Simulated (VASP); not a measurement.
BN:

```xyz
4
Lattice="2.4982 0.0000 0.0000 -1.2491 2.1635 0.0000 0.0000 0.0000 6.6357" Properties=species:S:1:pos:R:3 pbc="T T T"
B     0.0000    1.4424    1.6589
B     1.2491    0.7212    4.9768
N     0.0000    1.4424    4.9768
N     1.2491    0.7212    1.6589
```

```yaml
Program: VASP 6.6.1
Task: relaxation of cell and atoms
Functional: PBE
Potentials_or_basis: VASP PAW PBE potentials, release 64 (B, N)
Cutoff: 600 eV
k_mesh: 7 × 7 × 3
Occupations: gaussian, width 0.01 eV
Spin: no spin polarisation
```

At the start: pressure 5.0 GPa; volume 8.97 Å³/atom.

Question: How do energy, volume and symmetry change on relaxing?

Answer: Over 7 steps the energy falls by 11.6 meV/atom and the volume is 10.47 Å³/atom (+16.8 %); space group P6_3/mmc (No. 194, to 0.05 Å).

The path:
| step | energy change (eV) | largest force (eV/Å) | pressure (GPa) | volume (Å³) |
| --- | --- | --- | --- | --- |
| 1 | 0.0000 | 0.0000 | 4.98 | 35.87 |
| 2 | 0.0153 | 0.0000 | -6.39 | 37.33 |
| 3 | -0.0092 | 0.0000 | 0.44 | 36.42 |
| 4 | -0.0131 | 0.0000 | 0.40 | 36.66 |
| 5 | -0.0231 | 0.0000 | 0.30 | 37.41 |
| 6 | -0.0368 | 0.0000 | 0.20 | 38.91 |
| 7 | -0.0464 | 0.0000 | 0.10 | 41.89 |

Final structure:
```
CELL_PARAMETERS angstrom
2.51176 0.00000 0.00000
-1.25588 2.17525 0.00000
0.00000 0.00000 7.66760
ATOMIC_POSITIONS crystal
B 0.33333 0.66667 0.25000
B 0.66667 0.33333 0.75000
N 0.33333 0.66667 0.75000
N 0.66667 0.33333 0.25000
```

Caveat: the volume moved by over 15 % at a fixed basis, so the end points are rough; this functional lacks dispersion, which binds the layers, so the pressure and a relaxed spacing across them are unreliable; the volume moved by +17 % from the deposited cell, more than functionals usually miss.
